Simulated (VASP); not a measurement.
# Sc5Al11N16 (Cm) in VASP: single point with PBE

Aim: the single point of Sc5Al11N16 with PBE.

Program: VASP 6.6.1. These are calculated values, not measurements. Logs are shortened: lines on timing, memory, paths and dates and some standing lists are left out, and cuts for length are marked.

**1. The cell of the first run**

Symmetry: Cm, No. 8, monoclinic system. The conventional cell has a = 11.406 Å, b = 6.544 Å, c = 10.200 Å, α = 90.00°, β = 90.04°, γ = 90.00°. Al (site symmetry m) has 4 N at 1.91 to 1.99 Å within 2.5 Å. Within 2.6 Å of Al (site symmetry 1) lie 4 N at 1.93 to 2.00 Å. Within 2.5 Å of Al (site symmetry 1) lie 4 N at 1.91 to 1.98 Å. Al (site symmetry m) has 4 N at 1.87 to 1.94 Å within 2.5 Å. Al (site symmetry m) has 4 N at 1.89 to 1.99 Å within 2.5 Å. Within 2.5 Å of Al (site symmetry m) lie 4 N at 1.89 to 1.97 Å. Al (site symmetry m) has 4 N at 1.90 to 1.94 Å within 2.5 Å. Al (site symmetry m) has 4 N at 1.88 to 1.94 Å within 2.5 Å.

**2. Single point, PBE**

Contents of INCAR:

```
SYSTEM = Sc5Al11N16
ALGO = Normal
EDIFF = 1E-6
ENCUT = 520
GGA = PE
ISIF = 2
ISMEAR = 0
LASPH = .True.
LCHARG = .False.
LREAL = Auto
LWAVE = .False.
NBANDS = 106
NELM = 60
PREC = Accurate
SIGMA = 0.01
```

Contents of KPOINTS:

```
k-points
0
Gamma
  4 4 3
  0 0 0
```

Contents of POSCAR:

```
Sc5Al11N16
1.0
    6.5435011472      0.0000000000      0.0000000000
   -3.2717505736      5.7031956614     -0.0018690346
    0.0000000000     -0.0033679599     10.2001781736
Al Sc N
11 5 16
Direct
    0.1680346260      0.3360692520      0.5081446745
    0.3366537982      0.1637475409      0.7504971608
    0.1689691235      0.8330226237     -0.0023317698
    0.3312495178      0.6624990357      0.2448953144
    0.3371673708      0.6743347415      0.7546445645
    0.6668153621      0.3336307242     -0.0067969991
    0.6683464724      0.3366929448      0.5059817622
    0.8270937427      0.1637475409      0.7504971608
    0.6640535002      0.8330226237     -0.0023317698
    0.8306270480      0.6612540960      0.2414197092
    0.8335548661      0.6671097322      0.7565986161
    0.1685582068      0.3371164135     -0.0158804390
    0.3382355240      0.1742324075      0.2461235646
    0.1617525124      0.8260688169      0.4967755269
    0.8359968835      0.1742324075      0.2461235646
    0.6643163046      0.8260688169      0.4967755269
    0.1756566451      0.3513132902      0.1859383866
    0.3417622292      0.1843395027      0.4545765940
    0.1683970268      0.3367940536      0.7035573410
    0.3434330258      0.1549152846      0.9395023308
    0.1594047219      0.8178267253      0.1894869042
    0.3215972164      0.6431944328      0.4342482753
    0.1640907324      0.8312412303      0.7028069258
    0.3449683914      0.6899367828      0.9397610311
    0.6759148129      0.3518296258      0.1782991246
    0.8425772735      0.1843395027      0.4545765940
    0.6690467553      0.3380935106      0.6963499990
    0.8114822589      0.1549152846      0.9395023308
    0.6584220034      0.8178267253      0.1894869042
    0.8206992281      0.6413984561      0.4302417864
    0.6671504978      0.8312412303      0.7028069258
    0.8339723222      0.6679446444      0.9437223785
```

Potentials or basis: VASP PAW PBE potentials, release 64 (Al, Sc_sv, N).

On the command line:

```console
cat potpaw_PBE.64/Al/POTCAR potpaw_PBE.64/Sc_sv/POTCAR potpaw_PBE.64/N/POTCAR > POTCAR
mpirun -np 1 vasp_std > vasp.out
```

OUTCAR:

```text
SYSTEM = Sc5Al11N16
   EDIFF = 1E-6
   ENCUT = 520
   GGA = PE
   ISIF = 2
   ISMEAR = 0
   LASPH = .True.
   LREAL = Auto
   NELM = 60
   PREC = Accurate

 ion  position               nearest neighbor table
   1  0.168  0.336  0.508-  22 1.91  18 1.93  26 1.93  19 1.99   2 3.14   8 3.14   5 3.17  14 3.24
                            16 3.24   4 3.27  15 3.27  13 3.27   7 3.27   7 3.27  16 3.33  14 3.33
   2  0.337  0.164  0.750-  20 1.93  23 1.96  27 1.97  19 2.00  12 3.07   6 3.10   7 3.13   1 3.14
                             3 3.15   8 3.21   5 3.22  14 3.23  11 3.29  11 3.29   8 3.33   5 3.36
   3  0.169  0.833  0.998-  24 1.91  20 1.93  21 1.96  32 1.98   5 3.10  11 3.11  10 3.14   2 3.15
                             4 3.15  13 3.19   9 3.24  12 3.26   6 3.28   6 3.29   9 3.30  12 3.32
   4  0.331  0.662  0.245-  17 1.87  22 1.93  21 1.94  29 1.94   3 3.15   9 3.15  14 3.19  16 3.19
                            15 3.23  13 3.23  12 3.24   1 3.27  10 3.27  10 3.27  13 3.34  15 3.34
   5  0.337  0.674  0.755-  24 1.89  31 1.95  23 1.95  19 1.99  12 3.03   9 3.10   3 3.10   1 3.17
                             8 3.22   2 3.22  16 3.22  14 3.22  11 3.27  11 3.27   2 3.36   8 3.36
   6  0.667  0.334  0.993-  25 1.89  20 1.92  28 1.92  32 1.97  11 3.07   8 3.10   2 3.10  10 3.15
                            15 3.18  13 3.18  12 3.27  12 3.27   9 3.28   3 3.28   3 3.29   9 3.29
   7  0.668  0.337  0.506-  30 1.90  26 1.93  18 1.93  27 1.94   8 3.13   2 3.13  11 3.17  16 3.23
                            14 3.23  15 3.25  13 3.25   1 3.27   1 3.27  10 3.27  14 3.35  16 3.35
   8  0.827  0.164  0.750-  28 1.93  31 1.96  27 1.97  19 2.00  12 3.07   6 3.10   7 3.13   1 3.14
                             9 3.15   2 3.21   5 3.22  16 3.23  11 3.29  11 3.29   2 3.33   5 3.36
   9  0.664  0.833  0.998-  24 1.91  28 1.93  29 1.96  32 1.98   5 3.10  11 3.11  10 3.14   8 3.15
[... 17 lines left out ...]
  19  0.168  0.337  0.704-   1 1.99   5 1.99   2 2.00   8 2.00
  20  0.343  0.155  0.940-   6 1.92   2 1.93   3 1.93  12 2.08
  21  0.159  0.818  0.189-  10 1.94   4 1.94   3 1.96  13 2.11
  22  0.322  0.643  0.434-   1 1.91   4 1.93  14 2.05  16 2.05
[... 8 lines left out ...]
  31  0.667  0.831  0.703-   5 1.95  11 1.95   8 1.96  16 2.10
  32  0.834  0.668  0.944-  11 1.91   6 1.97   3 1.98   9 1.98

  LATTYP: Found a base centered monoclinic cell.
 ALAT       =    11.4063919353
 B/A-ratio  =     0.5736696744
 C/A-ratio  =     0.8942511170
 COS(beta)  =    -0.0006579034

  Lattice vectors:

 A1 = (   3.2717505736,   5.7031956614,  -0.0018690346)
 A2 = (  -3.2717505736,   5.7031956614,  -0.0018690346)
 A3 = (   0.0000000000,  -0.0033679599,  10.2001781736)

Analysis of symmetry for initial positions (statically):
=====================================================================
 Subroutine PRICEL returns:
 Original cell was already a primitive cell.

 Routine SETGRP: Setting up the symmetry group for a
 base centered monoclinic supercell.

 Subroutine GETGRP returns: Found  2 space group operations
 (whereof  2 operations were pure point group operations)
 out of a pool of  4 trial point group operations.

The static configuration has the point symmetry C_1h.

Analysis of symmetry for dynamics (positions and initial velocities):
=====================================================================
 Subroutine PRICEL returns:
 Original cell was already a primitive cell.

 Routine SETGRP: Setting up the symmetry group for a
 base centered monoclinic supercell.

 Subroutine GETGRP returns: Found  2 space group operations
 (whereof  2 operations were pure point group operations)
 out of a pool of  4 trial point group operations.

The dynamic configuration has the point symmetry C_1h.

 Subroutine INISYM returns: Found  2 space group operations
 (whereof  2 operations are pure point group operations),
 and found     1 'primitive' translations

----------------------------------------------------------------------------------------

                                     Primitive cell

  volume of cell :     380.6591

  direct lattice vectors                    reciprocal lattice vectors
     6.543501147  0.000000000  0.000000000     0.152823386  0.087670156  0.000028947
    -3.271750574  5.703195661 -0.001869035     0.000000000  0.175340312  0.000057895
     0.000000000 -0.003367960 10.200178174     0.000000000  0.000032129  0.098037514

  length of vectors
     6.543501147  6.575013008 10.200178730     0.176184688  0.175340322  0.098037519

  position of ions in fractional coordinates (direct lattice)
     0.168034626  0.336069252  0.508144675
     0.336653798  0.163747541  0.750497161
     0.168969123  0.833022624  0.997668230
     0.331249518  0.662499036  0.244895314
     0.337167371  0.674334741  0.754644564
[... 74 lines left out ...]
     0.038205846  0.021917539  0.000007237     0.250000000 -0.000000000  0.000000000
     0.000000000  0.043835078  0.000014474     0.000000000  0.250000000  0.000000000
     0.000000000  0.000010710  0.032679171     0.000000000  0.000000000  0.333333333

  Length of vectors
     0.044046172  0.043835080  0.032679173

  Shift w.r.t. Gamma in fractional coordinates (k-lattice)
     0.000000000  0.000000000  0.000000000

 Subroutine IBZKPT returns following result:
 ===========================================

 Found     17 irreducible k-points:

 Following reciprocal coordinates:
            Coordinates               Weight
  0.000000  0.000000  0.000000      1.000000
  0.250000 -0.000000  0.000000      4.000000
  0.500000 -0.000000  0.000000      2.000000
  0.000000  0.250000  0.000000      2.000000
  0.250000  0.250000  0.000000      4.000000
  0.500000  0.250000  0.000000      2.000000
[... 9 lines left out ...]
  0.250000  0.500000  0.333333      4.000000
  0.000000 -0.250000  0.333333      2.000000
   k-points           NKPTS =     17   k-points in BZ     NKDIM =     17   number of bands    NBANDS=    106
   number of dos      NEDOS =    301   number of ions     NIONS =     32
   total plane-waves  NPLWV = 200000
   dimension x,y,z NGX =    50 NGY =   50 NGZ =   80
   dimension x,y,z NGXF=   100 NGYF=  100 NGZF=  160
   ions per type =              11   5  16
   NGX,Y,Z   is equivalent  to a cutoff of  12.70, 12.64, 13.04 a.u.
   NGXF,Y,Z  is equivalent  to a cutoff of  25.41, 25.28, 26.08 a.u.
 SYSTEM =  Sc5Al11N16
   PREC   = accura    normal or accurate (medium, high low for compatibility)
   ISTART =      0    job   : 0-new  1-cont  2-samecut
   ICHARG =      2    charge: 1-file 2-atom 10-const
   ISPIN  =      1    spin polarized calculation?
   LNONCOLLINEAR =      F non collinear calculations
   LSORBIT =      F    spin-orbit coupling
   LASPH  =      T    aspherical Exc in radial PAW
   ENCUT  =  520.0 eV  38.22 Ry    6.18 a.u.  12.17 12.23 18.97*2*pi/ulx,y,z
   NELM   =     60;   NELMIN=  2; NELMDL= -5     # of ELM steps
   EDIFF  = 0.1E-05   stopping-criterion for ELM
   LREAL  =      T    real-space projection
   EDIFFG = 0.1E-04   stopping-criterion for IOM
   NSW    =      0    number of steps for IOM
   IBRION =     -1    ionic relax: 0-MD 1-quasi-New 2-CG
   NFREE  =      0    steps in history (QN), initial steepest desc. (CG)
   ISIF   =      2    stress and relaxation
   ISYM   =      2    0-nonsym 1-usesym 2-fastsym
   POTIM  = 0.5000    time-step for ionic-motion
   TEBEG  =    0.0;   TEEND  =   0.0 temperature during run
   PSTRESS=    0.0 pullay stress
   NELECT =     168.0000    total number of electrons
   NUPDOWN=      -1.0000    fix difference up-down
   EMIN   =  10.00;   EMAX   =-10.00  energy-range for DOS
   EFERMI =   0.00;   METHOD = LEGACY
   ISMEAR =     0;   SIGMA  =   0.01  broadening in eV -4-tet -1-fermi 0-gaus
   EFERMI_NEDOS =   21; number of points for ismear=-14 and -15
   IALGO  =     38    algorithm
   IMIX   =      4    mixing-type and parameters
     AMIX     =   0.40;   BMIX     =  1.00
     AMIX_MAG =   1.60;   BMIX_MAG =  1.00
  volume/ion in A,a.u.               =      11.90        80.28
  Fermi-wavevector in a.u.,A,eV,Ry     =   1.246424  2.355400 21.137648  1.553573
  Thomas-Fermi vector in A             =   2.380602
   LORBIT       =      0    0 simple, 1 ext, 2 COOP (PROOUT), +10 PAW based schemes
   GGA     = PE    functional components
   LHFCALC =     F    Hartree Fock is set to
   AEXX    =    0.0000 exact exchange contribution
   IVDW    =     0    specifies the selected vdW correction
   LEPSILON=     F    determine dielectric tensor
   LRPA    =     F    only Hartree local field effects (RPA)
 non-spin polarized calculation
 Gauss-broadening in eV      SIGMA  =   0.01
  energy-cutoff  :      520.00
  volume of cell :      380.66
 maximum number of plane-waves:     10276
 NGX is ok and might be reduce to    50
   NGX = 25   NGY = 25   NGZ = 37

 number of electron     167.9999994 magnetization

 Free energy of the ion-electron system (eV)
  ---------------------------------------------------
  ext. energy  EPLUGINS =         0.00000000
  ---------------------------------------------------
  free energy    TOTEN  =      -250.79888234 eV

  energy without entropy =     -250.79888234  energy(sigma->0) =     -250.79888234

 E-fermi :   4.7447     XC(G=0): -10.6690

 val. band max:        4.6621377538   @ k =   0.0000  -0.0000   0.3333
 cond. band min:       8.0299917295   @ k =   0.0000   0.0000   0.0000
 fundamental gap:      3.3678539758
 Fermi energy:         4.7447273454

 k-point     1 :       0.0000    0.0000    0.0000
  band No.  band energies     occupation
      1     -42.2626      2.00000
      2     -42.2400      2.00000
      3     -42.2363      2.00000
      4     -42.2149      2.00000
      5     -42.1370      2.00000
      6     -21.2521      2.00000
[... 1672 lines left out ...]
     95       9.5922      0.00000
     96       9.6882      0.00000
 [bands above 96 left out]

------------------------ aborting loop because EDIFF is reached ----------------------------------------

  FORCE on cell =-STRESS in cart. coord.  units (eV):
  Direction    XX          YY          ZZ          XY          YZ          ZX
  --------------------------------------------------------------------------------------
  -------------------------------------------------------------------------------------
  Total       -4.6131926     -4.3763109     -2.4537263      0.0000000      0.0125818      0.0000000
  in kB      -19.4167261    -18.4197012    -10.3276268      0.0000000      0.0529562      0.0000000
  external PRESSURE =     -16.0546847 kB  Pullay stress =       0.0000000 kB

 VOLUME and BASIS-vectors are now :
 -----------------------------------------------------------------------------
  energy-cutoff  :      520.00
  volume of cell :      380.66
      direct lattice vectors                 reciprocal lattice vectors
     6.543501147  0.000000000  0.000000000     0.152823386  0.087670156  0.000028947
    -3.271750574  5.703195661 -0.001869035     0.000000000  0.175340312  0.000057895
     0.000000000 -0.003367960 10.200178174     0.000000000  0.000032129  0.098037514

 POSITION                                       TOTAL-FORCE (eV/Angst)
 -----------------------------------------------------------------------------------
      0.00000      1.91496      5.18254         0.000000     -0.001544      0.000563
      1.66715      0.93136      7.65490        -0.000456      0.002132      0.001775
     -1.61979      4.74753     10.17484        -0.000442      0.000540     -0.002214
     -0.00000      3.77754      2.49674         0.000000      0.004186      0.000853
      0.00000      3.84332      7.69625         0.000000     -0.004016      0.003831
      3.27175      1.89942     10.13022         0.000000      0.000283      0.002240
[... 24 lines left out ...]
      1.64589      4.73836      7.16720         0.000946     -0.001683      0.052165
      3.27175      3.80624      9.62489         0.000000     -0.000473     -0.000314
 -----------------------------------------------------------------------------------
    total drift:                               -0.000003      0.003395      0.007423

  FREE ENERGIE OF THE ION-ELECTRON SYSTEM (eV)
  ---------------------------------------------------
  free  energy   TOTEN  =      -250.7988823423 eV

  energy  without entropy=     -250.7988823423  energy(sigma->0) =     -250.79888234
```

It took 28 min on 1 thread of Intel Xeon Platinum 8259CL at 2.50GHz (Skylake/Cascade Lake), shared host; peak memory 0.72 GiB.

Results:

- Free energy: -250.7989 eV
- Pressure: -1.6 GPa
- Largest force: 0.084 eV/Å
- Band gap on the k mesh: 3.37 eV (least direct gap 3.39 eV)

Forces in eV/Å, atoms in the order of the input:
```
Al   0.000 -0.002  0.001
Al   0.000  0.002  0.002
Al   0.000  0.001 -0.002
Al   0.000  0.004  0.001
Al   0.000 -0.004  0.004
Al   0.000  0.000  0.002
Al   0.000 -0.001  0.002
Al   0.000  0.002  0.002
Al   0.000  0.001 -0.002
Al   0.000  0.002  0.002
Al   0.000 -0.001  0.002
Sc   0.000 -0.002 -0.014
Sc   0.006 -0.023  0.011
Sc  -0.003  0.011  0.003
Sc  -0.006 -0.023  0.011
Sc   0.003  0.011  0.003
N    0.000  0.076  0.018
N    0.001  0.062  0.040
N    0.000  0.001 -0.012
N    0.051 -0.030 -0.015
N   -0.001 -0.055 -0.019
N    0.000 -0.068 -0.042
N   -0.001 -0.002  0.052
N    0.000  0.060 -0.014
N    0.000  0.070 -0.046
N   -0.001  0.062  0.040
N    0.000  0.002 -0.005
N   -0.051 -0.030 -0.015
N    0.001 -0.055 -0.019
N    0.000 -0.068 -0.043
N    0.001 -0.002  0.052
N    0.000  0.000  0.000
```

A k mesh can miss the band edges.
